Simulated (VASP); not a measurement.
Input of a VASP 6.6.1 run:

The input INCAR:

```
SYSTEM = SnO2
  ALGO = Normal
  EDIFF = 1E-7
  ENCUT = 520
  GGA = PS
  ISIF = 2
  ISMEAR = -1
  LASPH = .TRUE.
  LCHARG = .FALSE.
  LREAL = .FALSE.
  LWAVE = .FALSE.
  NBANDS = 20
  NELM = 100
  PREC = Accurate
  SIGMA = 0.05
```

File KPOINTS:

```
k-points
0
G
  8 8 8
  0 0 0
```

POSCAR

```
SnO2
1.0
    1.6053912134      0.9268730492      4.4195940093
   -1.6053912134      0.9268730492      4.4195940093
    0.0000000000     -1.8537460984      4.4195940093
Sn O
1 2
Direct
    0.5000000000      0.5000000000      0.5000000000
    0.7586634752      0.7586634752      0.7586634752
    0.2413365248      0.2413365248      0.2413365248
```

Potentials or basis: VASP PAW PBE potentials, release 64 (Sn_d, O).

Command:

```console
$ cat potpaw_PBE.64/Sn_d/POTCAR potpaw_PBE.64/O/POTCAR > POTCAR
$ mpirun -np 1 vasp_std > vasp.out
```

Problem. What does it give for the largest force?

Solution. 0.054 eV/Å.

Problem. Estimate the pressure.

Solution. 0.7 GPa.

Forces in eV/Å, atoms in the order of the input:
```
Sn   0.000  0.000  0.000
O    0.000  0.000 -0.054
O    0.000  0.000  0.054
```

Caveat: the PAW data sets were made with another functional, which shifts forces and pressure a little.
